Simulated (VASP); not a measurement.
Crystal: BN (Qingsongite).

```
CELL_PARAMETERS angstrom
0.00000 1.77135 1.80750
1.77135 0.00000 1.80750
1.77135 1.77135 0.00000
ATOMIC_POSITIONS crystal
B 0.00000 0.00000 0.00000
N 0.25000 0.25000 0.25000
```

Base run:

```yaml
Program: VASP 6.6.1
Functional: r2SCAN
Potentials_or_basis: VASP PAW PBE potentials, release 64 (B_h, N_h)
Cutoff: 910 eV
k_mesh: 10 × 10 × 10
Occupations: gaussian, width 0.05 eV
Spin: no spin polarisation
```

Its results: band gap on the k mesh 4.85 eV, indirect (least direct gap 9.63 eV); pressure 14.4 GPa.

Task: The run is repeated on the same cell with these changes: potentials or basis from VASP PAW PBE potentials, release 64 (B_h, N_h) to VASP PAW PBE potentials, release 64 (B, N); cutoff from 910 eV to 520 eV. What comes out?

Result: Band gap on the k mesh 4.83 eV, indirect (least direct gap 9.61 eV); pressure 16.3 GPa.

Caveats: the PAW data sets were made with another functional, which shifts forces and pressure a little; the cutoff is under 1.25 times the usual one of these potentials, so pressure, stress and relaxed cells hold a basis-set (Pulay) error (some runs).

A k mesh can miss the band edges.
